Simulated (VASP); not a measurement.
Set up this calculation in VASP 6.6.1, as the native input.

* Task: single point
* Functional: PBE
* Potentials or basis: VASP PAW PBE potentials, release 64 (Mg, O)
* Cutoff: 520 eV
* k mesh: 10 × 10 × 10
* Occupations: gaussian, width 0.02 eV
* Spin: no spin polarisation
* Dipole correction: no
* Further INCAR settings: ALGO = Normal; EDIFF = 1e-06; NBANDS = 11

The structure of MgO lies in POSCAR:

```
MgO
1.0
    0.0000000000      2.1269229054      2.1269229054
    2.1269229054      0.0000000000      2.1269229054
    2.1269229054      2.1269229054      0.0000000000
Mg O
1 1
Direct
    0.0000000000      0.0000000000      0.0000000000
    0.5000000000      0.5000000000      0.5000000000
```

The input as run:

INCAR

```
ALGO     = Normal         # electronic algorithm
EDIFF    = 1E-6           # SCF threshold, eV
ENCUT    = 520            # plane-wave cutoff, eV
GGA      = PE             # functional
ISIF     = 2              # what is computed and relaxed
ISMEAR   = 0              # smearing method
LASPH    = T              # aspherical terms in the spheres
LCHARG   = F              # write CHGCAR
LREAL    = F              # projectors in reciprocal space
LWAVE    = F              # write WAVECAR
NBANDS   = 11             # bands
NELM     = 80             # most SCF steps
PREC     = Accurate       # precision mode
SIGMA    = 0.02           # smearing width, eV
```

KPOINTS

```
k-points
0
Gamma
  10 10 10
```

Potentials or basis: VASP PAW PBE potentials, release 64 (Mg, O).

Run with:

```bash
$ cat potpaw_PBE.64/Mg/POTCAR potpaw_PBE.64/O/POTCAR > POTCAR
$ mpirun -np 1 vasp_std > vasp.out
```

Results of the run:

The pressure is -0.8 GPa. The band gap on the k mesh is 4.44 eV.

Run time: 7.5 s on 1 thread of AMD EPYC 7R13 Processor (Zen 3) (shared host), peak memory 0.11 GiB.
